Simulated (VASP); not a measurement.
Write the native input for VASP 6.6.1 that does the following.

| Quantity | Value |
| --- | --- |
| Task | single point |
| Functional | PBE |
| Potentials or basis | VASP PAW PBE potentials, release 64 (Cd, S) |
| Cutoff | 520 eV |
| k mesh | 7 × 7 × 2 |
| Occupations | gaussian, width 0.05 eV |
| Spin | no spin polarisation |
| Dipole correction | no |
| Further INCAR settings | ALGO = Normal; EDIFF = 1e-06; NBANDS = 46 |

The structure of CdS lies in POSCAR:

```
CdS
1.0
   -2.0985806452     -3.6348483013      0.0000000000
    2.0985806452     -3.6348483013      0.0000000000
    0.0000000000     -1.8174241506     13.6554617430
Cd S
4 4
Direct
    0.4402096031      0.4402096031      0.9058282541
    0.5652096031      0.5652096031      0.4058282541
    0.2943762698      0.2943762698      0.1558282541
    0.1693762698      0.1693762698      0.6558282541
    0.6431237302      0.6431237302      0.0941717459
    0.5181237302      0.5181237302      0.5941717459
    0.2472903969      0.2472903969      0.3441717459
    0.1222903969      0.1222903969      0.8441717459
```

One way to write it, as run:

INCAR

```
SYSTEM = CdS
  PREC = Accurate
  ENCUT = 520
  EDIFF = 1E-6
  ISMEAR = 0
  SIGMA = 0.05
  LREAL = .FALSE.
  LASPH = .TRUE.
  NELM = 60
  ALGO = Normal
  ISIF = 2
  LWAVE = .FALSE.
  LCHARG = .FALSE.
  GGA = PE
  NBANDS = 46
```

KPOINTS

```
regular mesh
0
G
  7 7 2
  0 0 0
```

Potentials or basis: VASP PAW PBE potentials, release 64 (Cd, S).

Launch:

```console
$ cat potpaw_PBE.64/Cd/POTCAR potpaw_PBE.64/S/POTCAR > POTCAR
$ mpirun -np 1 vasp_std > vasp.out
```

It gave:

```
Pressure               : -0.4 GPa
Largest force          : 0.586 eV/Å
Band gap on the k mesh : 0.69 eV, direct
```

It took 5.9 min on 1 thread of Intel Xeon 6975P-C, with other jobs on the host, peak memory 0.46 GiB.
